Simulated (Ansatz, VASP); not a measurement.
## Al16O: VASP beside Ansatz

```xyz
17
Lattice="-4.0389 4.0389 4.0389 4.0389 -4.0389 4.0389 4.0389 4.0389 -4.0389" Properties=species:S:1:pos:R:3 pbc="T T T"
Al    0.0627   -0.0812   -0.0810
Al    4.1088    1.9682   -2.0634
Al    4.0123    0.0142    0.0141
Al    4.1075   -2.0632    1.9682
Al    2.0519    3.9576   -2.0709
Al    2.0524    1.9754   -0.0749
Al    2.0521   -0.0751    1.9757
Al    2.0514   -2.0714    3.9578
Al    0.0683    3.9581   -0.0736
Al   -0.0254    1.8790    1.8796
Al    0.0690   -0.0739    3.9575
Al    4.1007    1.9744    1.9744
Al   -1.9801    3.9575    1.9746
Al   -1.9805    1.9747    3.9587
Al    2.1475    4.0528    1.8797
Al    2.1467    1.8794    4.0540
O     1.0605    2.9663    2.9667
```

Alike in both runs: functional PBE; k mesh 3 × 3 × 3; occupations methfessel-paxton of order 1, width 0.1 eV; no spin polarisation.

Ansatz relaxed the structure, and its values are those at the end. VASP's run is a single point on that final structure, the one shown.

|  | VASP | Ansatz |
| --- | --- | --- |
| version | VASP 6.6.1 | Ansatz 0.2.0 |
| potentials or method | VASP PAW PBE potentials, release 64 (Al, O), cutoff 520 eV | plane-wave PAW DFT |
| valence electrons in the cell | 54 | 54 |

```csv
,VASP,Ansatz,Ansatz less VASP
rms of the force components (eV/Å),0.003,0.002,-0.0012
```

The k mesh is coarse, so the values compare programs but aren't converged.
